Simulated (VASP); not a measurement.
Input of a VASP 6.6.1 run:

POSCAR

```
Au
1.0
   -1.5744055500      1.5744055500      1.7401324500
    1.5744055500     -1.5744055500      1.7401324500
    1.5744055500      1.5744055500     -1.7401324500
Au
1
Direct
    0.0000000000      0.0000000000      0.0000000000
```

The input INCAR.step1:

```
  PREC = Accurate
  ENCUT = 520
  ISMEAR = 0
  SIGMA = 0.15
  LREAL = F
  LASPH = T
  NELM = 80
  NBANDS = 12
  GGA = PE
  ALGO = Normal
  EDIFF = 1E-4
  LWAVE = T
  LCHARG = F
```

The input INCAR.step2:

```
  PREC = Accurate
  ENCUT = 520
  EDIFF = 1E-7
  ISMEAR = 0
  SIGMA = 0.15
  LREAL = F
  LASPH = T
  NELM = 80
  ALGO = Normal
  ISIF = 2
  LWAVE = F
  LCHARG = F
  METAGGA = R2SCAN
  LMIXTAU = T
  NBANDS = 12
  ISTART = 1
```

Contents of KPOINTS:

```
Automatic mesh
0
Gamma
  20 20 20
```

Potentials or basis: VASP PAW PBE potentials, release 64 (Au).

Run with:

```bash
$ cat potpaw_PBE.64/Au/POTCAR > POTCAR
$ cp INCAR.step1 INCAR
$ mpirun -np 1 vasp_std > vasp.out
$ cp INCAR.step2 INCAR
$ mpirun -np 1 vasp_std > vasp.out
```

**Question.** Estimate the pressure.

**Answer.** 3.4 GPa.

Stress tensor (GPa, compression positive):
```
3.11 0.00 0.00
0.00 3.11 0.00
0.00 0.00 3.99
```

Caveat: the cell differs from its parent crystal (strain -0.050 along x and y, +0.050 along z); the PAW data sets were made with another functional, which shifts forces and pressure a little.
